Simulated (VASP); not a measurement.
Set up this calculation in VASP 6.6.1, as the native input.

```yaml
Task: single point
Functional: r2SCAN
Potentials_or_basis: VASP PAW PBE potentials, release 64 (Ti_sv, Si)
Cutoff: 520 eV
k_mesh: 20 × 20 × 14
Occupations: gaussian, width 0.1 eV
Spin: no spin polarisation
Dipole_correction: no
Further_INCAR_settings: ALGO = Normal; EDIFF = 1e-06; NBANDS = 15
```

Crystal: TiSi.

```
CELL_PARAMETERS angstrom
2.73680 0.00000 0.00000
0.00000 2.73680 0.00000
0.00000 0.00000 3.81696
ATOMIC_POSITIONS crystal
Ti 0.50000 0.50000 0.50000
Si 0.00000 0.00000 0.00000
```

These files were run (other wordings do the same):

POSCAR

```
TiSi
1.0
    2.7367998677      0.0000000000      0.0000000000
    0.0000000000      2.7367998677      0.0000000000
    0.0000000000      0.0000000000      3.8169608857
Ti Si
1 1
Direct
    0.5000000000      0.5000000000      0.5000000000
    0.0000000000      0.0000000000      0.0000000000
```

INCAR.step1

```
PREC = Accurate
ENCUT = 520
ISMEAR = 0
SIGMA = 0.1
LREAL = F
LASPH = T
NELM = 60
NBANDS = 15
GGA = PE
ALGO = Normal
EDIFF = 1E-4
LWAVE = T
LCHARG = F
```

INCAR.step2

```
PREC = Accurate
ENCUT = 520
EDIFF = 1E-6
ISMEAR = 0
SIGMA = 0.1
LREAL = F
LASPH = T
NELM = 60
ALGO = Normal
ISIF = 2
LWAVE = F
LCHARG = F
METAGGA = R2SCAN
LMIXTAU = T
NBANDS = 15
ISTART = 1
```

KPOINTS

```
regular mesh
0
Gamma
  20 20 14
```

Potentials or basis: VASP PAW PBE potentials, release 64 (Ti_sv, Si).

Run with:

```bash
$ cat potpaw_PBE.64/Ti_sv/POTCAR potpaw_PBE.64/Si/POTCAR > POTCAR
$ cp INCAR.step1 INCAR
$ mpirun -np 1 vasp_std > vasp.out
$ cp INCAR.step2 INCAR
$ mpirun -np 1 vasp_std > vasp.out
```

Results of the run:

```
Pressure               : 0.4 GPa
Band gap on the k mesh : zero (band 8 reaches 11.36 eV, above the bottom of band 9 at 9.72 eV)
```

Caveat: the PAW data sets were made with another functional, which shifts forces and pressure a little.

Wall time 4 min on 1 thread of Intel(R) Xeon(R) 6975P-C (Granite Rapids) (shared host), peak memory 0.32 GiB.
